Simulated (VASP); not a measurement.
# NaCl (Fm-3m) in VASP: density of states with PBE

Aim: the density of states of NaCl with PBE.

All numbers are computed with VASP 6.6.1; they aren't measurements. Logs are shortened: lines on timing, memory, paths and dates and some standing lists are left out, and cuts for length are marked.

## 1. The cell of the first run

Symmetry: Fm-3m, No. 225, cubic system. Conventional cell: a = 5.696 Å, b = 5.696 Å, c = 5.696 Å, α = 90.00°, β = 90.00°, γ = 90.00°. Within 3.8 Å of Na (site symmetry m-3m) lie 6 Cl at 2.85 Å. Within 3.8 Å of Cl (site symmetry m-3m) lie 6 Na at 2.85 Å.

## 2. Density of states, PBE

Contents of POSCAR:

```
NaCl
1.0
    0.0000000000      2.8479480661      2.8479480661
    2.8479480661      0.0000000000      2.8479480661
    2.8479480661      2.8479480661      0.0000000000
Na Cl
1 1
Direct
    0.0000000000      0.0000000000      0.0000000000
    0.5000000000      0.5000000000      0.5000000000
```

Contents of INCAR.step1:

```
SYSTEM = NaCl
PREC = Accurate
ENCUT = 520
EDIFF = 1E-6
ISMEAR = 0
SIGMA = 0.05
LREAL = .FALSE.
LASPH = .TRUE.
NELM = 80
ALGO = Normal
ISIF = 2
LWAVE = .FALSE.
LCHARG = .TRUE.
GGA = PE
NBANDS = 14
```

Contents of KPOINTS.step1:

```
Automatic mesh
0
G
  10 10 10
  0 0 0
```

Contents of INCAR.step2:

```
SYSTEM = NaCl
PREC = Accurate
ENCUT = 520
EDIFF = 1E-6
ISMEAR = -5
SIGMA = 0.05
LREAL = .FALSE.
LASPH = .TRUE.
NELM = 80
ALGO = Normal
ISIF = 2
LWAVE = .FALSE.
LCHARG = .FALSE.
GGA = PE
LORBIT = 10
NBANDS = 14
NEDOS = 1001
ICHARG = 11
```

Contents of KPOINTS.step2:

```
Automatic mesh
0
G
  15 15 15
  0 0 0
```

Potentials or basis: VASP PAW PBE potentials, release 64 (Na_pv, Cl).

On the command line:

```
$ cat potpaw_PBE.64/Na_pv/POTCAR potpaw_PBE.64/Cl/POTCAR > POTCAR
$ cp INCAR.step1 INCAR
$ cp KPOINTS.step1 KPOINTS
$ mpirun -np 1 vasp_std > vasp.out
$ cp INCAR.step2 INCAR
$ cp KPOINTS.step2 KPOINTS
$ mpirun -np 1 vasp_std > vasp.out
```

OUTCAR:

```text
SYSTEM = NaCl
   PREC = Accurate
   ENCUT = 520
   EDIFF = 1E-6
   ISMEAR = -5
   LREAL = .FALSE.
   LASPH = .TRUE.
   NELM = 80
   ISIF = 2
   GGA = PE
   LORBIT = 10
   ICHARG = 11

 ion  position               nearest neighbor table
   1  0.000  0.000  0.000-
   2  0.500  0.500  0.500-

  LATTYP: Found a face centered cubic cell.
 ALAT       =     5.6958961322

  Lattice vectors:

 A1 = (   0.0000000000,   2.8479480661,   2.8479480661)
 A2 = (   2.8479480661,   0.0000000000,   2.8479480661)
 A3 = (   2.8479480661,   2.8479480661,   0.0000000000)

Analysis of symmetry for initial positions (statically):
=====================================================================
 Subroutine PRICEL returns:
 Original cell was already a primitive cell.

 Routine SETGRP: Setting up the symmetry group for a
 face centered cubic supercell.

 Subroutine GETGRP returns: Found 48 space group operations
 (whereof 48 operations were pure point group operations)
 out of a pool of 48 trial point group operations.

The static configuration has the point symmetry O_h .

Analysis of symmetry for dynamics (positions and initial velocities):
=====================================================================
 Subroutine PRICEL returns:
 Original cell was already a primitive cell.

 Routine SETGRP: Setting up the symmetry group for a
 face centered cubic supercell.

 Subroutine GETGRP returns: Found 48 space group operations
 (whereof 48 operations were pure point group operations)
 out of a pool of 48 trial point group operations.

The dynamic configuration has the point symmetry O_h .

 Subroutine INISYM returns: Found 48 space group operations
 (whereof 48 operations are pure point group operations),
 and found     1 'primitive' translations

----------------------------------------------------------------------------------------

                                     Primitive cell

  volume of cell :      46.1983

  direct lattice vectors                    reciprocal lattice vectors
     0.000000000  2.847948066  2.847948066    -0.175564999  0.175564999  0.175564999
     2.847948066  0.000000000  2.847948066     0.175564999 -0.175564999  0.175564999
     2.847948066  2.847948066  0.000000000     0.175564999  0.175564999 -0.175564999

  length of vectors
     4.027606780  4.027606780  4.027606780     0.304087499  0.304087499  0.304087499

  position of ions in fractional coordinates (direct lattice)
     0.000000000  0.000000000  0.000000000
     0.500000000  0.500000000  0.500000000

  ion indices of the primitive-cell ions
   primitive index   ion index
                 1           1
                 2           2

----------------------------------------------------------------------------------------

 KPOINTS: Automatic mesh

Automatic generation of k-mesh.
 Grid dimensions read from file:
 generate k-points for:   15   15   15

 Generating k-lattice:

  Cartesian coordinates                     Fractional coordinates (reciprocal lattice)
    -0.011704333  0.011704333  0.011704333     0.066666667  0.000000000  0.000000000
     0.011704333 -0.011704333  0.011704333     0.000000000  0.066666667  0.000000000
     0.011704333  0.011704333 -0.011704333     0.000000000  0.000000000  0.066666667

  Length of vectors
     0.020272500  0.020272500  0.020272500

  Shift w.r.t. Gamma in fractional coordinates (k-lattice)
     0.000000000  0.000000000  0.000000000

 TETIRR: Found    484 inequivalent tetrahedra from    20250

 Subroutine IBZKPT returns following result:
 ===========================================

 Found    120 irreducible k-points:

 Following reciprocal coordinates:
            Coordinates               Weight
  0.000000  0.000000  0.000000      1.000000
  0.066667  0.000000  0.000000      8.000000
  0.133333  0.000000  0.000000      8.000000
  0.200000  0.000000  0.000000      8.000000
  0.266667  0.000000  0.000000      8.000000
  0.333333  0.000000  0.000000      8.000000
[... 16 lines left out ...]
  0.133333  0.133333  0.000000      6.000000
  0.200000  0.133333  0.000000     24.000000
 [... further k-points ...]
   k-points           NKPTS =    120   k-points in BZ     NKDIM =    120   number of bands    NBANDS=     14
   number of dos      NEDOS =   1001   number of ions     NIONS =      2
   total plane-waves  NPLWV =  27000
   dimension x,y,z NGX =    30 NGY =   30 NGZ =   30
   dimension x,y,z NGXF=    60 NGYF=   60 NGZF=   60
   ions per type =               1   1
   NGX,Y,Z   is equivalent  to a cutoff of  12.38, 12.38, 12.38 a.u.
   NGXF,Y,Z  is equivalent  to a cutoff of  24.77, 24.77, 24.77 a.u.
 SYSTEM =  NaCl
   PREC   = accura    normal or accurate (medium, high low for compatibility)
   ISTART =      0    job   : 0-new  1-cont  2-samecut
   ICHARG =     11    charge: 1-file 2-atom 10-const
   ISPIN  =      1    spin polarized calculation?
   LNONCOLLINEAR =      F non collinear calculations
   LSORBIT =      F    spin-orbit coupling
   LASPH  =      T    aspherical Exc in radial PAW
   ENCUT  =  520.0 eV  38.22 Ry    6.18 a.u.   7.49  7.49  7.49*2*pi/ulx,y,z
   NELM   =     80;   NELMIN=  2; NELMDL=  0     # of ELM steps
   EDIFF  = 0.1E-05   stopping-criterion for ELM
   LREAL  =      F    real-space projection
   EDIFFG = 0.1E-04   stopping-criterion for IOM
   NSW    =      0    number of steps for IOM
   IBRION =     -1    ionic relax: 0-MD 1-quasi-New 2-CG
   NFREE  =      0    steps in history (QN), initial steepest desc. (CG)
   ISIF   =      2    stress and relaxation
   ISYM   =      2    0-nonsym 1-usesym 2-fastsym
   POTIM  = 0.5000    time-step for ionic-motion
   TEBEG  =    0.0;   TEEND  =   0.0 temperature during run
   PSTRESS=    0.0 pullay stress
   NELECT =      14.0000    total number of electrons
   NUPDOWN=      -1.0000    fix difference up-down
   EMIN   =  10.00;   EMAX   =-10.00  energy-range for DOS
   EFERMI =   0.00;   METHOD = LEGACY
   ISMEAR =    -5;   SIGMA  =   0.05  broadening in eV -4-tet -1-fermi 0-gaus
   EFERMI_NEDOS =   21; number of points for ismear=-14 and -15
   IALGO  =     38    algorithm
   IMIX   =      4    mixing-type and parameters
     AMIX     =   0.40;   BMIX     =  1.00
     AMIX_MAG =   1.60;   BMIX_MAG =  1.00
  volume/ion in A,a.u.               =      23.10       155.88
  Fermi-wavevector in a.u.,A,eV,Ry     =   1.099619  2.077978 16.451638  1.209161
  Thomas-Fermi vector in A             =   2.236016
   LORBIT       =     10    0 simple, 1 ext, 2 COOP (PROOUT), +10 PAW based schemes
   GGA     = PE    functional components
   LHFCALC =     F    Hartree Fock is set to
   AEXX    =    0.0000 exact exchange contribution
   IVDW    =     0    specifies the selected vdW correction
   LEPSILON=     F    determine dielectric tensor
   LRPA    =     F    only Hartree local field effects (RPA)
 non-spin polarized calculation
 Fermi weights with tetrahedron method with Bloechl corrections
  energy-cutoff  :      520.00
  volume of cell :       46.20
 maximum number of plane-waves:      1267
 NGX is ok and might be reduce to    30

 number of electron      13.9999992 magnetization

 Free energy of the ion-electron system (eV)
  ---------------------------------------------------
  ext. energy  EPLUGINS =         0.00000000
  ---------------------------------------------------
  free energy    TOTEN  =        -6.77791025 eV

  energy without entropy =       -6.77791025  energy(sigma->0) =       -6.77791025

 E-fermi :  -0.8919     XC(G=0):  -8.0404

 val. band max:       -0.8989172737   @ k =   0.0000   0.0000   0.0000
 cond. band min:       4.0965125971   @ k =   0.0000   0.0000   0.0000
 fundamental gap:      4.9954298708
 Fermi energy:        -0.8919341367

 k-point     1 :       0.0000    0.0000    0.0000
  band No.  band energies     occupation
      1     -21.7761      2.00000
      2     -21.7760      2.00000
      3     -21.7760      2.00000
      4     -13.4929      2.00000
      5      -0.8989      2.00000
      6      -0.8989      2.00000
      7      -0.8989      2.00000
      8       4.0965      0.00000
      9      10.1893      0.00000
     10      10.1893      0.00000
     11      10.1893      0.00000
     12      12.3119      0.00000
     13      12.3119      0.00000
     14      13.8702      0.00000

 k-point     2 :       0.0667    0.0000    0.0000
  band No.  band energies     occupation
      1     -21.7772      2.00000
      2     -21.7761      2.00000
      3     -21.7761      2.00000
      4     -13.4803      2.00000
      5      -1.0083      2.00000
      6      -0.9102      2.00000
      7      -0.9102      2.00000
      8       4.2452      0.00000
      9       9.9959      0.00000
     10      10.2494      0.00000
     11      10.2494      0.00000
     12      12.2077      0.00000
     13      12.2077      0.00000
     14      14.1974      0.00000

 k-point     3 :       0.1333    0.0000    0.0000
  band No.  band energies     occupation
      1     -21.7803      2.00000
      2     -21.7764      2.00000
      3     -21.7764      2.00000
      4     -13.4442      2.00000
      5      -1.2926      2.00000
      6      -0.9420      2.00000
      7      -0.9420      2.00000
      8       4.6391      0.00000
      9       9.5910      0.00000
     10      10.3921      0.00000
     11      10.3922      0.00000
     12      12.0182      0.00000
     13      12.0182      0.00000
     14      14.7907      0.00000
[... 324 lines left out ...]
 k-point    23 :       0.1333    0.1333    0.0000
  band No.  band energies     occupation
      1     -21.7800      2.00000
      2     -21.7772      2.00000
      3     -21.7772      2.00000
      4     -13.4294      2.00000
      5      -1.3137      2.00000
      6      -1.0027      2.00000
      7      -1.0027      2.00000
      8       4.8150      0.00000
      9       9.2980      0.00000
     10      10.5781      0.00000
     11      10.5781      0.00000
     12      11.2082      0.00000
     13      12.5516      0.00000
     14      15.3831      0.00000

 k-point    24 :       0.2000    0.1333    0.0000
  band No.  band energies     occupation
      1     -21.7828      2.00000
      2     -21.7778      2.00000
      3     -21.7775      2.00000
      4     -13.3907      2.00000
      5      -1.5497      2.00000
      6      -1.0549      2.00000
      7      -1.0480      2.00000
      8       5.2130      0.00000
      9       8.9729      0.00000
     10      10.5529      0.00000
     11      10.7586      0.00000
     12      11.0653      0.00000
     13      12.6565      0.00000
     14      15.8734      0.00000

 [... further k-points ...]

------------------------ aborting loop because EDIFF is reached ----------------------------------------

  FORCE on cell =-STRESS in cart. coord.  units (eV):
  Direction    XX          YY          ZZ          XY          YZ          ZX
  --------------------------------------------------------------------------------------
  -------------------------------------------------------------------------------------
  Total       -0.0109291     -0.0109291     -0.0109291      0.0000000     -0.0000000      0.0000000
  in kB       -0.3790265     -0.3790265     -0.3790265      0.0000000     -0.0000000      0.0000000
  external PRESSURE =      -0.3790265 kB  Pullay stress =       0.0000000 kB

 VOLUME and BASIS-vectors are now :
 -----------------------------------------------------------------------------
  energy-cutoff  :      520.00
  volume of cell :       46.20
      direct lattice vectors                 reciprocal lattice vectors
     0.000000000  2.847948066  2.847948066    -0.175564999  0.175564999  0.175564999
     2.847948066  0.000000000  2.847948066     0.175564999 -0.175564999  0.175564999
     2.847948066  2.847948066  0.000000000     0.175564999  0.175564999 -0.175564999

 POSITION                                       TOTAL-FORCE (eV/Angst)
 -----------------------------------------------------------------------------------
      0.00000      0.00000      0.00000        -0.000000     -0.000000     -0.000000
      2.84795      2.84795      2.84795         0.000000      0.000000      0.000000
 -----------------------------------------------------------------------------------
    total drift:                               -0.000000     -0.000000      0.000000

  FREE ENERGIE OF THE ION-ELECTRON SYSTEM (eV)
  ---------------------------------------------------
  free  energy   TOTEN  =        -6.7779102548 eV

  energy  without entropy=       -6.7779102548  energy(sigma->0) =       -6.77791025

 total charge

# of ion       s       p       d       tot
------------------------------------------
    1        0.040   5.976   0.000   6.016
    2        1.588   3.579   0.000   5.167
--------------------------------------------------
tot          1.628   9.556   0.000  11.184
```

Wall time 83 s (1 thread of Intel Xeon Platinum 8375C at 2.90GHz (Ice Lake), shared host); peak memory 0.19 GiB.

Results:

```
Valence electrons inside the program's atomic spheres : Na 6.02; Cl 5.17
```

Levels at points of the mesh, in eV from the valence-band top:
| k point | band 3 | band 4 | band 5 | band 6 | band 7 | band 8 | band 9 | band 10 | band 11 | band 12 |
| --- | --- | --- | --- | --- | --- | --- | --- | --- | --- | --- |
| (0.00, 0.00, 0.00) | -20.88 | -12.59 | 0.00 | 0.00 | 0.00 | 5.00 | 11.09 | 11.09 | 11.09 | 13.21 |
